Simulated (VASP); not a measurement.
Wanted: the native input for a VASP 6.6.1 run.

* Task: single point
* Functional: PBEsol
* Potentials or basis: VASP PAW PBE potentials, release 64 (Be, C)
* Cutoff: 600 eV
* k mesh: 8 × 8 × 8
* Occupations: gaussian, width 0.01 eV
* Spin: no spin polarisation
* Dipole correction: no
* Further INCAR settings: ALGO = Normal; EDIFF = 1e-06; NBANDS = 11

The structure of Be2C lies in POSCAR:

```
Be2C
1.0
    0.0107768844      2.1607653237      2.1607653237
    2.1607653237      0.0107768844      2.1607653237
    2.1607653237      2.1607653237      0.0107768844
Be C
2 1
Direct
    0.2501205997      0.2501205997      0.2501205997
    0.7498794003      0.7498794003      0.7498794003
    0.0000000000      0.0000000000      0.0000000000
```

This cell differs from its parent crystal: equal xy, yz and zx engineering shears of +0.5 %.

These files were run (other wordings do the same):

INCAR

```
  PREC = Accurate
  ENCUT = 600
  EDIFF = 1E-6
  ISMEAR = 0
  SIGMA = 0.01
  LREAL = F
  LASPH = T
  NELM = 120
  ALGO = Normal
  ISIF = 2
  LWAVE = F
  LCHARG = T
  GGA = PS
  LELF = T
  LVHAR = T
  NBANDS = 11
  GGA_COMPAT = F
```

KPOINTS

```
regular mesh
0
Gamma
  8 8 8
```

Potentials or basis: VASP PAW PBE potentials, release 64 (Be, C).

Run with:

```sh
$ cat potpaw_PBE.64/Be/POTCAR potpaw_PBE.64/C/POTCAR > POTCAR
$ mpirun -np 1 vasp_std > vasp.out
```

It gave:

* Pressure: 0.6 GPa
* Band gap on the k mesh: 1.05 eV, indirect (least direct gap 3.99 eV)

Caveat: the cell differs from its parent crystal (equal xy, yz and zx engineering shears of +0.5 %); the PAW data sets were made with another functional, which shifts forces and pressure a little.

Run time: 28 s on 1 thread of AMD EPYC 7R13, on a shared host, peak memory 0.11 GiB.
